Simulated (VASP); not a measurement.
# Li4Nb3FeO12 (P1) in VASP: single point with PBEsol+U

Aim: the single point of Li4Nb3FeO12 with PBEsol+U.

Program: VASP 6.6.1. These are calculated values, not measurements. Logs are shortened: lines on timing, memory, paths and dates and some standing lists are left out, and cuts for length are marked.

### Step 1. The cell of the first run

The typed cell holds 20 atoms: a = 10.994 Å, b = 5.497 Å, c = 5.497 Å, α = 55.88°, β = 55.88°, γ = 55.88°.

### Step 2. Single point, PBEsol+U, collinear spin, ferromagnetic start

INCAR

```
PREC = Accurate ; ENCUT = 520
EDIFF = 1E-6 ; ISMEAR = 0
SIGMA = 0.05 ; LREAL = Auto
LASPH = True ; NELM = 150
ALGO = Normal ; ISIF = 2
LWAVE = False ; LCHARG = True
ISPIN = 2 ; MAGMOM = 0 0 0 0 2.83 0 0.01 0.01 0.05 -0.01 -0.01 0.04 0.02 0 -0.01 -0.01 0 -0.02 0 -0.02
LORBIT = 11 ; LMAXMIX = 4
LDAU = True ; LDAUTYPE = 2
LDAUL = -1 2 -1 -1 ; LDAUU = 0 4 0 0
LDAUJ = 0 0 0 0 ; LDAUPRINT = 1
GGA = PS ; LVHAR = True
NBANDS = 86 ; KPAR = 4
```

KPOINTS

```
regular mesh
0
Gamma
  2 4 4
```

POSCAR

```
Li4Nb3FeO12
1.0
    5.1516015000      2.9742785000      9.2460000000
   -2.5758008000      1.4871393000      4.6230000000
    0.0000000000     -2.9742785000      4.6230000000
Li Fe Nb O
4 1 3 12
Direct
    0.1345288461      0.2887421678      0.2946669758
    0.6526673053      0.2697027240      0.2753589414
    0.3854382909      0.7856548798      0.7816133924
    0.8929599017      0.7781423793      0.7810967820
    0.9972103303      0.9976926322      0.9961939019
    0.5008326418      0.9958190093      0.9986100141
    0.2425697887      0.5037020758      0.5061052518
    0.7567926026      0.4954244722      0.4931481108
    0.0539745833      0.3362289600      0.7358956739
    0.5644080411      0.3471632838      0.7155994850
    0.3587598099      0.1235174796      0.3487372769
    0.8688964847      0.1140260608      0.3329832896
    0.1628957520      0.7375226160      0.1221508599
    0.6790272395      0.7197976437      0.1135374178
    0.1071754069      0.8541460929      0.6342251239
    0.6126590053      0.8503347816      0.6127839093
    0.4224607075      0.6190124443      0.2193534704
    0.9282267635      0.6308070978      0.2205128294
    0.3059205144      0.2252757534      0.8536038340
    0.8162359845      0.2145674459      0.8511034596
```

Potentials or basis: VASP PAW PBE potentials, release 64 (Li_sv, Fe, Nb_sv, O).

Started as:

```
$ cat potpaw_PBE.64/Li_sv/POTCAR potpaw_PBE.64/Fe/POTCAR potpaw_PBE.64/Nb_sv/POTCAR potpaw_PBE.64/O/POTCAR > POTCAR
$ mpirun -np 4 vasp_std > vasp.out
```

OUTCAR:

```text
PREC = Accurate
   ENCUT = 520
   EDIFF = 1E-6
   ISMEAR = 0
   LREAL = Auto
   LASPH = True
   NELM = 150
   ISIF = 2
   ISPIN = 2
   LORBIT = 11
   GGA = PS

 ion  position               nearest neighbor table
   1  0.135  0.289  0.295-  18 2.06  15 2.11  19 2.15   9 2.19  13 2.23  11 2.24
   2  0.653  0.270  0.275-  20 2.06  16 2.09  12 2.18  17 2.22  10 2.24  14 2.25
   3  0.385  0.786  0.782-  11 2.10  13 2.14  10 2.16  17 2.24  19 2.25
   4  0.893  0.778  0.781-  14 2.08   9 2.11  12 2.15  15 2.23  20 2.24  18 2.27
   5  0.997  0.998  0.996-  12 1.79   9 1.79  13 1.80  15 2.01  18 2.01  20 2.02
   6  0.501  0.996  0.999-  14 1.88  11 1.88  10 1.89  17 2.12  16 2.13  19 2.14
   7  0.243  0.504  0.506-  19 1.87  15 1.88  17 1.89  11 2.13   9 2.15  13 2.15
   8  0.757  0.495  0.493-  18 1.87  16 1.88  20 1.89  14 2.13  10 2.13  12 2.16
   9  0.054  0.336  0.736-   5 1.79   4 2.11   7 2.15   1 2.19
  10  0.564  0.347  0.716-   6 1.89   8 2.13   3 2.16   2 2.24
  11  0.359  0.124  0.349-   6 1.88   3 2.10   7 2.13   1 2.24
  12  0.869  0.114  0.333-   5 1.79   4 2.15   8 2.16   2 2.18
  13  0.163  0.738  0.122-   5 1.80   3 2.14   7 2.15   1 2.23
  14  0.679  0.720  0.114-   6 1.88   4 2.08   8 2.13   2 2.25
  15  0.107  0.854  0.634-   7 1.88   5 2.01   1 2.11   4 2.23
  16  0.613  0.850  0.613-   8 1.88   2 2.09   6 2.13
  17  0.422  0.619  0.219-   7 1.89   6 2.12   2 2.22   3 2.24
  18  0.928  0.631  0.221-   8 1.87   5 2.01   1 2.06   4 2.27
  19  0.306  0.225  0.854-   7 1.87   6 2.14   1 2.15   3 2.25
  20  0.816  0.215  0.851-   8 1.89   5 2.02   2 2.06   4 2.24

  LATTYP: Found a base centered monoclinic cell.
 ALAT       =     9.7126128699
 B/A-ratio  =     0.5304032623
 C/A-ratio  =     0.9186853905
 COS(beta)  =    -0.3062284648

  Lattice vectors:

 A1 = (  -2.5758008000,   1.4871393000,   4.6230000000)
 A2 = (   0.0000000000,  -2.9742785000,   4.6230000000)
 A3 = (   7.7274023000,   4.4614177000,   0.0000000000)

Analysis of symmetry for initial positions (statically):
=====================================================================
 Subroutine PRICEL returns:
 Original cell was already a primitive cell.

 Routine SETGRP: Setting up the symmetry group for a
 base centered monoclinic supercell.

 Subroutine GETGRP returns: Found  1 space group operations
 (whereof  1 operations were pure point group operations)
 out of a pool of  4 trial point group operations.

The static configuration has the point symmetry C_1 .

Analysis of symmetry for dynamics (positions and initial velocities):
=====================================================================
 Subroutine PRICEL returns:
 Original cell was already a primitive cell.

 Routine SETGRP: Setting up the symmetry group for a
 base centered monoclinic supercell.

 Subroutine GETGRP returns: Found  1 space group operations
 (whereof  1 operations were pure point group operations)
 out of a pool of  4 trial point group operations.

The dynamic configuration has the point symmetry C_1 .

Analysis of structural, dynamic, and magnetic symmetry:
=====================================================================
 Subroutine PRICEL returns:
 Original cell was already a primitive cell.

 Routine SETGRP: Setting up the symmetry group for a
 base centered monoclinic supercell.

 Subroutine GETGRP returns: Found  1 space group operations
 (whereof  1 operations were pure point group operations)
 out of a pool of  4 trial point group operations.

The overall configuration has the point symmetry C_1 .

 Subroutine INISYM returns: Found  1 space group operations
 (whereof  1 operations are pure point group operations),
 and found     1 'primitive' translations

----------------------------------------------------------------------------------------

[... 173 lines left out ...]
   AEXX    =    0.0000 exact exchange contribution
   IVDW    =     0    specifies the selected vdW correction
   LEPSILON=     F    determine dielectric tensor
   LRPA    =     F    only Hartree local field effects (RPA)
 spin polarized calculation
 Gauss-broadening in eV      SIGMA  =   0.05
  energy-cutoff  :      520.00
  volume of cell :      212.50
 maximum number of plane-waves:      5742
 NGX is ok and might be reduce to    84
   NGX = 41   NGY = 21   NGZ = 21

atom =   5  type =  2  l = 2

 onsite density matrix

spin component  1

  0.8970  0.1036 -0.0010  0.0738  0.0015
  0.1036  0.8229  0.0012  0.0015  0.0712
 -0.0010  0.0012  0.9942  0.0002 -0.0003
  0.0738  0.0015  0.0002  0.8223 -0.1037
  0.0015  0.0712 -0.0003 -0.1037  0.9028

spin component  2

  0.3090 -0.0930  0.0028 -0.0682 -0.0019
 -0.0930  0.3619 -0.0005 -0.0006 -0.0657
  0.0028 -0.0005  0.2304  0.0007  0.0004
 -0.0682 -0.0006  0.0007  0.3625  0.0905
 -0.0019 -0.0657  0.0004  0.0905  0.3067

 occupancies and eigenvectors

  o =  0.2164  v =  0.0000  0.0000  0.0000  0.0000  0.0000 -0.7440 -0.5753  0.1455 -0.2138 -0.2205      0.0000  0.0000  0.0000  0.0000  0.0000  0.0000  0.0000  0.0000  0.0000  0.0000
  o =  0.2197  v =  0.0000  0.0000  0.0000  0.0000  0.0000 -0.2074  0.2120  0.0744 -0.5781  0.7565      0.0000  0.0000  0.0000  0.0000  0.0000  0.0000  0.0000  0.0000  0.0000  0.0000
  o =  0.2307  v =  0.0000  0.0000  0.0000  0.0000  0.0000  0.1204  0.0759  0.9865  0.0760 -0.0272      0.0000  0.0000  0.0000  0.0000  0.0000  0.0000  0.0000  0.0000  0.0000  0.0000
  o =  0.4498  v =  0.0000  0.0000  0.0000  0.0000  0.0000  0.1672 -0.6218  0.0063  0.4860  0.5909      0.0000  0.0000  0.0000  0.0000  0.0000  0.0000  0.0000  0.0000  0.0000  0.0000
  o =  0.4538  v =  0.0000  0.0000  0.0000  0.0000  0.0000 -0.6008  0.4814 -0.0063  0.6149  0.1709      0.0000  0.0000  0.0000  0.0000  0.0000  0.0000  0.0000  0.0000  0.0000  0.0000
  o =  0.7274  v =  0.5147 -0.3157  0.0036 -0.7342 -0.3103  0.0000  0.0000  0.0000  0.0000  0.0000      0.0000  0.0000  0.0000  0.0000  0.0000  0.0000  0.0000  0.0000  0.0000  0.0000
  o =  0.7306  v = -0.3117  0.7400 -0.0047 -0.3257 -0.4992  0.0000  0.0000  0.0000  0.0000  0.0000      0.0000  0.0000  0.0000  0.0000  0.0000  0.0000  0.0000  0.0000  0.0000  0.0000
  o =  0.9928  v =  0.7905  0.5241  0.0880  0.2897  0.0935  0.0000  0.0000  0.0000  0.0000  0.0000      0.0000  0.0000  0.0000  0.0000  0.0000  0.0000  0.0000  0.0000  0.0000  0.0000
  o =  0.9941  v =  0.0051  0.2006 -0.7923 -0.2956  0.4945  0.0000  0.0000  0.0000  0.0000  0.0000      0.0000  0.0000  0.0000  0.0000  0.0000  0.0000  0.0000  0.0000  0.0000  0.0000
  o =  0.9943  v =  0.1141 -0.1945 -0.6037  0.4284 -0.6334  0.0000  0.0000  0.0000  0.0000  0.0000      0.0000  0.0000  0.0000  0.0000  0.0000  0.0000  0.0000  0.0000  0.0000  0.0000

 number of electron     131.0000009 magnetization       3.0011636

 Free energy of the ion-electron system (eV)
  ---------------------------------------------------
  ext. energy  EPLUGINS =         0.00000000
  ---------------------------------------------------
  free energy    TOTEN  =      -154.63419145 eV

  energy without entropy =     -154.63419145  energy(sigma->0) =     -154.63419145

 E-fermi :   3.1668     XC(G=0): -10.8916

 val. band max:        2.9061756214   @ k =   0.5000   0.2500   0.2500
 cond. band min:       3.7809035407   @ k =   0.5000   0.0000   0.5000
 fundamental gap:      0.8747279193
 Fermi energy:         3.1668372878

 spin component 1

 k-point     1 :       0.0000    0.0000    0.0000
  band No.  band energies     occupation
      1     -51.4108      1.00000
      2     -51.4045      1.00000
      3     -51.3995      1.00000
      4     -39.4469      1.00000
      5     -39.2730      1.00000
      6     -39.2395      1.00000
[... 1589 lines left out ...]
     76       7.5323      0.00000
     77       7.6824      0.00000
 Fermi energy:         3.1668372878

 spin component 2

 k-point     1 :       0.0000    0.0000    0.0000
  band No.  band energies     occupation
      1     -51.4062      1.00000
      2     -51.3965      1.00000
      3     -51.3911      1.00000
      4     -39.4463      1.00000
      5     -39.2697      1.00000
      6     -39.2377      1.00000
[... 1589 lines left out ...]
     76       7.6324      0.00000
     77       7.6989      0.00000
 [bands above 77 left out]

------------------------ aborting loop because EDIFF is reached ----------------------------------------

  FORCE on cell =-STRESS in cart. coord.  units (eV):
  Direction    XX          YY          ZZ          XY          YZ          ZX
  --------------------------------------------------------------------------------------
  -------------------------------------------------------------------------------------
  Total       -7.0102745     -7.4856552     -8.6105250     -0.0655342     -0.0883052      0.1267765
  in kB      -52.8538413    -56.4379662    -64.9189021     -0.4940937     -0.6657757      0.9558291
  external PRESSURE =     -58.0702365 kB  Pullay stress =       0.0000000 kB

 VOLUME and BASIS-vectors are now :
 -----------------------------------------------------------------------------
  energy-cutoff  :      520.00
  volume of cell :      212.50
      direct lattice vectors                 reciprocal lattice vectors
     5.151601500  2.974278500  9.246000000     0.097057196  0.056035999  0.036051626
    -2.575800800  1.487139300  4.623000000    -0.194114390  0.112071996  0.072103251
     0.000000000 -2.974278500  4.623000000    -0.000000002 -0.224143994  0.072103253

 POSITION                                       TOTAL-FORCE (eV/Angst)
 -----------------------------------------------------------------------------------
     -0.05070     -0.04690      3.94095        -0.005772     -0.004807     -0.006629
      2.66758      1.52331      8.55438         0.008353      0.007042     -0.001299
     -0.03807     -0.00996     10.80924         0.001252      0.001225     -0.000234
      2.59583      1.48992     15.46467         0.003094      0.000536      0.008570
      2.56737      1.48673     18.43794        -0.011625     -0.002064      0.010449
      0.01506      0.00039     13.85094         0.030469     -0.015076     -0.041392
[... 12 lines left out ...]
      0.99572     -1.29395      7.81620         0.017734     -0.003165      0.020176
      3.65224      0.21539     12.47351         0.002631      0.001370     -0.008368
 -----------------------------------------------------------------------------------
    total drift:                               -0.006402      0.001509     -0.008353

  FREE ENERGIE OF THE ION-ELECTRON SYSTEM (eV)
  ---------------------------------------------------
  free  energy   TOTEN  =      -154.6341914495 eV

  energy  without entropy=     -154.6341914495  energy(sigma->0) =     -154.63419145

 total charge

# of ion       s       p       d       tot
------------------------------------------
    1        2.012   0.048   0.000   2.060
    2        2.012   0.047   0.000   2.059
    3        2.010   0.044   0.000   2.054
    4        2.012   0.047   0.000   2.059
    5        0.478   0.777   5.977   7.232
    6        2.218   6.141   2.106  10.465
[... 12 lines left out ...]
   19        1.568   3.474   0.000   5.042
   20        1.568   3.438   0.000   5.006
--------------------------------------------------
tot         33.976  60.735  12.324 107.035

 magnetization (x)

# of ion       s       p       d       tot
------------------------------------------
    1        0.001   0.001   0.000   0.001
    2        0.000   0.000   0.000   0.001
    3        0.000   0.000   0.000   0.000
    4        0.000   0.001   0.000   0.001
    5        0.012   0.014   2.868   2.894
    6        0.000   0.000   0.004   0.004
[... 12 lines left out ...]
   19        0.000  -0.007   0.000  -0.007
   20        0.001  -0.020   0.000  -0.019
--------------------------------------------------
tot          0.026  -0.007   2.900   2.919
```

It took 10 min on 4 MPI ranks of Intel Xeon Platinum 8375C at 2.90GHz (Ice Lake), shared host; peak memory 0.8 GiB.

What came out:

```
Free energy                                           : -154.6342 eV
Largest force                                         : 0.054 eV/Å
Band gap on the k mesh                                : 0.87 eV (least direct gap 0.92 eV)
Net moment                                            : 3.00 μB per cell
Site moments                                          : Li +0.00; Fe +2.89; Nb +0.00, +0.01 (each value once); O +0.04, -0.01, +0.03, +0.01, +0.00, -0.02 (each value once) μB
Valence electrons inside the program's atomic spheres : Li 2.06, 2.05 (each value once); Fe 7.23; Nb 10.46, 10.47 (each value once); O 4.96, 5.04, 5.05, 5.01 (each value once)
```

Forces in eV/Å, atoms in the order of the input:
```
Li  -0.006 -0.005 -0.007
Li   0.008  0.007 -0.001
Li   0.001  0.001  0.000
Li   0.003  0.001  0.009
Fe  -0.012 -0.002  0.010
Nb   0.030 -0.015 -0.041
Nb  -0.018 -0.028 -0.001
Nb   0.022  0.026  0.009
O    0.009 -0.004 -0.012
O    0.003  0.026  0.015
O   -0.018  0.012  0.012
O    0.006  0.006 -0.015
O   -0.004 -0.014 -0.007
O   -0.019 -0.011 -0.001
O    0.006 -0.002 -0.007
O   -0.023 -0.017  0.018
O   -0.007  0.019  0.016
O   -0.004  0.002 -0.009
O    0.018 -0.003  0.020
O    0.003  0.001 -0.008
```

Eigenvalues of the final occupation matrices:
| site | spin | trace | eigenvalues |
| --- | --- | --- | --- |
| site 5 d | 1 | 4.44 | 0.73 0.73 0.99 0.99 0.99 |
| site 5 d | 2 | 1.57 | 0.22 0.22 0.23 0.45 0.45 |

Caveat: the cutoff is under 1.25 times the usual one of these potentials, so pressure, stress and relaxed cells hold a basis-set (Pulay) error; the PAW data sets were made with another functional, which shifts forces and pressure a little; a cell with one magnetic atom can't hold antiferromagnetic order, which such compounds often take. A k mesh can miss the band edges.
